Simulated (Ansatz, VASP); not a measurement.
# Two plane-wave programs on Bi2Te2O

INCAR

```
PREC     = Accurate       # precision mode
ENCUT    = 600            # plane-wave cutoff, eV
EDIFF    = 1E-6           # SCF threshold, eV
ISMEAR   = 0              # smearing method
SIGMA    = 0.1            # smearing width, eV
LREAL    = F              # projectors in reciprocal space
LASPH    = T              # aspherical terms in the spheres
NELM     = 80             # most SCF steps
ALGO     = Normal         # electronic algorithm
ISIF     = 3              # what is computed and relaxed
LWAVE    = F              # write WAVECAR
LCHARG   = F              # write CHGCAR
GGA      = PE             # functional
IBRION   = 2              # ionic algorithm
NSW      = 90             # ionic steps
EDIFFG   = -0.04          # ionic threshold
```

File KPOINTS:

```
Automatic mesh
0
Gamma
  6 6 4
```

POSCAR

```
Bi2Te2O
1.0
    5.4394885478      0.0000000000      0.0000000000
   -2.7197442739      4.7107352660      0.0000000000
    0.0000000000      0.0000000000      7.4778782686
Bi Te O
2 2 1
Direct
    0.0000000000      0.0000000000      0.2174873248
    0.0000000000      0.0000000000      0.7825126752
    0.3333333333      0.6666666667      0.0000000000
    0.6666666667      0.3333333333      0.0000000000
    0.0000000000      0.0000000000      0.5000000000
```

Input for Ansatz:

```yaml
crystal:
  lattice:
    - [5.4394885478, 0.0, 0.0]
    - [-2.7197442739, 4.710735266, 0.0]
    - [0.0, 0.0, 7.4778782686]
  atoms:
    - { symbol: Bi, position: [0.0, 0.0, 0.2174873248] }
    - { symbol: Bi, position: [0.0, 0.0, 0.7825126752] }
    - { symbol: Te, position: [0.3333333333, 0.6666666667, 0.0] }
    - { symbol: Te, position: [0.6666666667, 0.3333333333, 0.0] }
    - { symbol: O, position: [0.0, 0.0, 0.5] }
basis:
  ecutwfc: 420
kpoints:
  mp_grid: { grid: [6, 6, 4] }
hamiltonian:
  xc: pbe
scf:
  occupations: { method: gaussian, width: 0.1 }
  lower_state_search: "off"
output:
  forces: true
  stress: true
  eigenvalues: true
relax:
  adjacent_minimum: "off"
  f_tol: 0.04
  max_steps: 70
  cell: { stress_tol: 0.4 }
```

Alike in both runs: task relaxation of cell and atoms; functional PBE; k mesh 6 × 6 × 4; occupations gaussian, width 0.1 eV; no spin polarisation.

```csv
,VASP,Ansatz
version,VASP 6.6.1,Ansatz 0.2.0
potentials or method,"VASP PAW PBE potentials, release 64 (Bi_d, Te, O), cutoff 600 eV","scalar-relativistic, plane waves, PAW"
valence electrons in the cell,48,68
```

```tsv
	VASP	Ansatz	Ansatz less VASP
gap on the k mesh at the Fermi level, each at its own relaxed structure (eV)	none	none	-
relaxed volume (Å³/atom)	38.36	38.40	+0.043
relaxed cell length with the largest relative difference (Å)	7.472	7.483	+0.0111
```

A gap of «none» marks a metal or a gap that the smearing closes. VASP's potentials hold 48 valence electrons a cell and Ansatz's 68, so a difference there can come from the potentials and not from the codes.

Spin-orbit coupling is off throughout.
